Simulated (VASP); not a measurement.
Write the native input for VASP 6.6.1 that does the following.

| Property | Result |
| --- | --- |
| Task | single point |
| Functional | HSE06 |
| Potentials or basis | VASP PAW PBE potentials, release 64 (Zn, Se) |
| Cutoff | 520 eV |
| k mesh | 6 × 6 × 6 |
| Occupations | gaussian, width 0.01 eV |
| Spin | no spin polarisation |
| Dipole correction | no |
| Grid for exact exchange (PRECFOCK) | Normal |
| Further INCAR settings | ALGO = Normal; EDIFF = 1e-06; NBANDS = 16 |
| Share of exact exchange | 0.25 |
| Screening parameter | 0.2079 1/Å |

Crystal: ZnSe.

```xyz
2
Lattice="0.0000 2.8324 2.8324 2.8993 0.0000 2.8324 2.8993 2.8324 0.0000" Properties=species:S:1:pos:R:3 pbc="T T T"
Zn    0.0000    0.0000    0.0000
Se    1.4496    1.4162    1.4162
```

This cell differs from its parent crystal: uniaxial x strain +2.4%.

The input as run:

POSCAR

```
ZnSe
1.0
    0.0000000000      2.8324246775      2.8324246775
    2.8992698999      0.0000000000      2.8324246775
    2.8992698999      2.8324246775      0.0000000000
Zn Se
1 1
Direct
    0.0000000000      0.0000000000      0.0000000000
    0.2500000000      0.2500000000      0.2500000000
```

INCAR.step1

```
SYSTEM = ZnSe
PREC     = Accurate       ! precision mode
ENCUT    = 520            ! plane-wave cutoff, eV
EDIFF    = 1E-5           ! SCF threshold, eV
ISMEAR   = 0              ! smearing method
SIGMA    = 0.01           ! smearing width, eV
LREAL    = .False.        ! projectors in reciprocal space
LASPH    = .True.         ! aspherical terms in the spheres
NELM     = 60             ! most SCF steps
ALGO     = Normal         ! electronic algorithm
ISIF     = 2              ! what is computed and relaxed
LWAVE    = .True.         ! write WAVECAR
LCHARG   = .False.        ! write CHGCAR
NBANDS   = 16             ! bands
GGA      = PE             ! functional
KPAR     = 4
```

INCAR.step2

```
SYSTEM = ZnSe
PREC     = Accurate       ! precision mode
ENCUT    = 520            ! plane-wave cutoff, eV
EDIFF    = 1E-6           ! SCF threshold, eV
ISMEAR   = 0              ! smearing method
SIGMA    = 0.01           ! smearing width, eV
LREAL    = .False.        ! projectors in reciprocal space
LASPH    = .True.         ! aspherical terms in the spheres
NELM     = 60             ! most SCF steps
ALGO     = Normal         ! electronic algorithm
ISIF     = 2              ! what is computed and relaxed
LWAVE    = .False.        ! write WAVECAR
LCHARG   = .False.        ! write CHGCAR
GGA      = PE             ! functional
LHFCALC  = .True.         ! exact exchange
HFSCREEN = 0.2079         ! screening, 1/A
PRECFOCK = Normal       
NBANDS   = 16             ! bands
ISTART   = 1            
KPAR     = 4
```

KPOINTS

```
Automatic mesh
0
Gamma
  6 6 6
  0 0 0
```

Potentials or basis: VASP PAW PBE potentials, release 64 (Zn, Se).

Run with:

```bash
$ cat potpaw_PBE.64/Zn/POTCAR potpaw_PBE.64/Se/POTCAR > POTCAR
$ cp INCAR.step1 INCAR
$ mpirun -np 4 vasp_std > vasp.out
$ cp INCAR.step2 INCAR
$ mpirun -np 4 vasp_std > vasp.out
```

It gave:

```yaml
Pressure: -0.3 GPa
Band_gap_on_the_k_mesh: 2.27 eV
```

Caveat: the cell differs from its parent crystal (uniaxial x strain +2.4%); the PAW data sets were made with another functional, which shifts forces and pressure a little.

It took 47 min on 4 MPI ranks on Oxide Virtual Turin-like Processor, on a shared host, peak memory 0.27 GiB a rank.
